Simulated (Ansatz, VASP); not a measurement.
Two plane-wave programs on As

File INCAR:

```
SYSTEM = As
PREC = Accurate ; ENCUT = 520
EDIFF = 1E-6 ; ISMEAR = -1
SIGMA = 0.08 ; LREAL = .False.
LASPH = .True. ; NELM = 100
ALGO = Normal ; ISIF = 2
LWAVE = .False. ; LCHARG = .False.
GGA = PS ; NBANDS = 12
```

The input KPOINTS:

```
Automatic mesh
0
Gamma
  11 11 11
  0 0 0
```

POSCAR

```
As
1.0
    0.0000000000      2.4134479325      2.4134479325
    2.4134479325      0.0000000000      2.4134479325
    2.4134479325      2.4134479325      0.0000000000
As
2
Direct
   -0.1250000000     -0.1250000000     -0.1250000000
    0.1250000000      0.1250000000      0.1250000000
```

Input for Ansatz:

```yaml
crystal:
  lattice:
    - [0.0, 2.4134479325, 2.4134479325]
    - [2.4134479325, 0.0, 2.4134479325]
    - [2.4134479325, 2.4134479325, 0.0]
  atoms:
    - { symbol: As, position: [-0.125, -0.125, -0.125] }
    - { symbol: As, position: [0.125, 0.125, 0.125] }
kpoints:
  mp_grid: { grid: [11, 11, 11] }
  band_path:
    path:
      - [0.0, 0.0, 0.0]
      - [0.5, 0.0, 0.5]
      - [0.625, 0.25, 0.625]
      - [0.375, 0.375, 0.75]
      - [0.0, 0.0, 0.0]
      - [0.5, 0.5, 0.5]
      - [0.5, 0.25, 0.75]
      - [0.5, 0.0, 0.5]
    npoints: 8
scf:
  occupations: { method: fermi_dirac, width: 0.08 }
hamiltonian:
  xc: pbesol
  pseudopotentials: { kind: paw }
output:
  forces: true
  stress: true
  eigenvalues: true
  populations: true
  dos: { projected: true, de: 0.2, e_range: [-14, 8] }
```

Change from the starting cell: volume scaled by 0.52, PAW files.

Alike in both runs: task single point; functional PBEsol; k mesh 11 × 11 × 11; occupations fermi-dirac, width 0.08 eV; no spin polarisation.

|  | VASP | Ansatz |
| --- | --- | --- |
| version | VASP 6.6.1 | Ansatz 0.2.0 |
| potentials or method | VASP PAW PBE potentials, release 64 (As) | PAW with Ansatz's default frozen-core files, scalar-relativistic |
| plane-wave cutoff (eV) | 520 | 420 |
| valence electrons in the cell | 10 | 30 |

```csv
,VASP,Ansatz,Ansatz less VASP
pressure (GPa),124.0,119.5,-4.48
```

VASP's potentials were made for PBE, not for PBEsol. Both programs put the cell under a high pressure, so it lies far from rest at this level. The functional is the same, so the differences come from potentials, cutoffs and numerics. VASP's potentials hold 10 valence electrons a cell and Ansatz's 30, so a difference there can come from the potentials and not from the codes.

Noted on VASP's run: the cell as given lies far from equilibrium.
